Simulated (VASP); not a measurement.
A run of VASP 6.6.1 is set up as follows.

File POSCAR:

```
N
1.0
    5.8151017200      0.0000000000      0.0000000000
    0.0000000000      5.8151017200      0.0000000000
    0.0000000000      0.0000000000      5.8151017200
N
8
Direct
    0.0458611400      0.4541388600      0.5458611400
    0.4541388600      0.5458611400      0.0458611400
    0.5458611400      0.0458611400      0.4541388600
    0.9541388600      0.9541388600      0.9541388600
    0.9360985600      0.5639014400      0.4360985600
    0.5639014400      0.4360985600      0.9360985600
    0.4360985600      0.9360985600      0.5639014400
    0.0639014400      0.0639014400      0.0639014400
```

Contents of INCAR.step1:

```
PREC = Accurate
ENCUT = 600
ISMEAR = -1
SIGMA = 0.05
LREAL = F
LASPH = T
NELM = 80
GGA = PE
ALGO = Normal
EDIFF = 1E-4
LWAVE = T
LCHARG = F
```

Contents of INCAR.step2:

```
PREC = Accurate
ENCUT = 600
EDIFF = 1E-6
ISMEAR = -1
SIGMA = 0.05
LREAL = F
LASPH = T
NELM = 80
ALGO = Normal
ISIF = 3
LWAVE = F
LCHARG = F
METAGGA = R2SCAN
LMIXTAU = T
IBRION = 2
NSW = 60
EDIFFG = -0.01
ISTART = 1
```

File KPOINTS:

```
Automatic mesh
0
Gamma
  5 5 5
```

Potentials or basis: VASP PAW PBE potentials, release 64 (N).

Run with:

```bash
$ cat potpaw_PBE.64/N/POTCAR > POTCAR
$ cp INCAR.step1 INCAR
$ mpirun -np 1 vasp_std > vasp.out
$ cp INCAR.step2 INCAR
$ mpirun -np 1 vasp_std > vasp.out
```

Task: Predict the relaxed cell.

Result: a = 5.648 Å, b = 5.648 Å, c = 5.648 Å, α = 90.00°, β = 90.00°, γ = 90.00°.

Task: Predict the space group after relaxing (to 0.1 Å).

Result: P2_13 (No. 198).

Forces on the atoms (eV/Å):
```
N    0.006 -0.006  0.006
N   -0.006  0.006  0.006
N    0.006  0.006 -0.006
N   -0.006 -0.006 -0.006
N    0.005 -0.005  0.005
N   -0.005  0.005  0.005
N    0.005  0.005 -0.005
N   -0.005 -0.005 -0.005
```

Caveat: the standard files for N, O and F lose accuracy on very short bonds; the PAW data sets were made with another functional, which shifts forces and pressure a little.
